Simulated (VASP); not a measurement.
**Sm4TaI: single point with PBE**

The system is Sm4TaI.

```
Sm Ta I
1.0
     5.27210    0.00000    0.00000
     0.00000    5.27210    0.00000
     0.00000    0.00000    7.30566
Sm Ta I
4 1 1
Direct
  0.00000 0.50000 0.22951
  0.50000 0.00000 0.22951
  0.00000 0.50000 0.77049
  0.50000 0.00000 0.77049
  0.50000 0.50000 0.00000
  0.50000 0.50000 0.50000
```

The cell was built from a structure type or drawn by symmetry, and may not be a known phase.

- Program: VASP 6.6.1
- Task: single point
- Functional: PBE
- Potentials or basis: VASP PAW PBE potentials, release 64 (Sm_3, Ta_pv, I), 4f in core
- Cutoff: 500 eV
- k mesh: 4 × 4 × 4
- Occupations: gaussian, width 0.1 eV
- Spin: no spin polarisation
- Dipole correction: no
- Mended: yes
- Further INCAR settings: ALGO = Normal; EDIFF = 1e-06; NBANDS = 40

```
Pressure               : 0.3 GPa
Largest force          : 0.004 eV/Å
Band gap on the k mesh : zero (bands 31 and 32 overlap by 0.58 eV)
```

Forces on the atoms (eV/Å):
```
Sm   0.000  0.000  0.004
Sm   0.000  0.000  0.004
Sm   0.000  0.000 -0.004
Sm   0.000  0.000 -0.004
Ta   0.000  0.000  0.000
I    0.000  0.000  0.000
```

Stress tensor (GPa, compression positive):
```
0.31 0.00 0.00
0.00 0.31 0.00
0.00 0.00 0.19
```

Levels at points of the mesh, in eV from the Fermi level:
```csv
k point,band 28,band 29,band 30,band 31,band 32,band 33,band 34,band 35
"(0.00, 0.00, 0.00)",-0.71,-0.47,0.21,0.30,0.30,0.40,0.40,0.96
"(0.50, 0.00, 0.00)",-0.73,-0.55,-0.08,-0.01,0.42,0.44,0.46,0.91
"(0.50, 0.50, 0.00)",-0.48,-0.26,-0.26,-0.25,0.08,0.08,0.11,1.71
"(0.00, 0.00, 0.50)",-0.55,-0.39,-0.18,0.04,0.04,0.15,0.32,0.32
"(0.50, 0.00, 0.50)",-0.35,-0.10,-0.04,0.11,0.46,0.61,0.76,0.82
"(0.50, 0.50, 0.50)",-0.90,-0.90,-0.73,-0.29,1.04,1.04,1.46,1.46
```

It took 2.2 min on 1 thread of Intel(R) Xeon(R) Platinum 8259CL CPU @ 2.50GHz (Skylake/Cascade Lake) (shared host), peak memory 0.35 GiB.

Caveat: spin-orbit coupling is left out, which moves the levels of the heavy elements; the 4f electrons are frozen in the core, so they carry no moment and show no levels; the run has no spin polarisation, though such a crystal can be magnetic. Spin polarisation is off, so any magnetic state and its effect on volume and gap are missing.
